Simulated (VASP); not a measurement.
Wanted: the native input for a VASP 6.6.1 run.

- Task: electric field gradients
- Functional: PBE
- Potentials or basis: VASP PAW PBE potentials, release 64 (Co)
- Cutoff: 520 eV
- k mesh: 19 × 19 × 10
- Occupations: fermi-dirac, width 0.05 eV
- Spin: collinear spin, ferromagnetic start
- Starting moments: [2.0, 2.0] μB
- Dipole correction: no
- Further INCAR settings: ALGO = Normal; EDIFF = 1e-08; NBANDS = 20

The structure of Co lies in POSCAR:

```
Co
1.0
    2.5190008694      0.0000000000      0.0000000000
   -1.2595004347      2.1815187451      0.0000000000
    0.0000000000      0.0000000000      3.9682700000
Co
2
Direct
    0.3333333333      0.6666666667      0.2500000000
    0.6666666667      0.3333333333      0.7500000000
```

This cell differs from its parent crystal: zz strain of -3 %.

These files were run (other wordings do the same):

INCAR

```
SYSTEM = Co
ALGO     = Normal         ! electronic algorithm
EDIFF    = 1E-8           ! SCF threshold, eV
ENCUT    = 520            ! plane-wave cutoff, eV
GGA      = PE             ! functional
ISIF     = 2              ! what is computed and relaxed
ISMEAR   = -1             ! smearing method
ISPIN    = 2              ! spin polarisation
LASPH    = .TRUE.         ! aspherical terms in the spheres
LCHARG   = .FALSE.        ! write CHGCAR
LEFG     = .TRUE.       
LMAXMIX  = 4              ! l up to which the mixer works
LORBIT   = 11             ! projections on sites
LREAL    = .FALSE.        ! projectors in reciprocal space
LWAVE    = .FALSE.        ! write WAVECAR
MAGMOM   = 2 2            ! initial moments
NBANDS   = 20             ! bands
NELM     = 150            ! most SCF steps
PREC     = Accurate       ! precision mode
SIGMA    = 0.05           ! smearing width, eV
```

KPOINTS

```
k-points
0
G
  19 19 10
  0 0 0
```

Potentials or basis: VASP PAW PBE potentials, release 64 (Co).

The run is started by

```bash
$ cat potpaw_PBE.64/Co/POTCAR > POTCAR
$ mpirun -np 1 vasp_std > vasp.out
```

It gave:

The pressure is -1.3 GPa, the net moment is 3.22 μB per cell and the site moments are Co +1.63 μB. The largest electric field gradient by atom is Co -10.9 V/Å². The valence electrons inside the program's atomic spheres are Co 8.27.

Caveat: the cell differs from its parent crystal (zz strain of -3 %); without QUAD_EFG the Cq values of the log hold for a quadrupole moment of 1 mb, not for the nuclei.

Run time: 3.4 min on 1 thread of Intel(R) Xeon(R) Platinum 8259CL CPU @ 2.50GHz (Skylake/Cascade Lake) (shared host), peak memory 0.26 GiB.
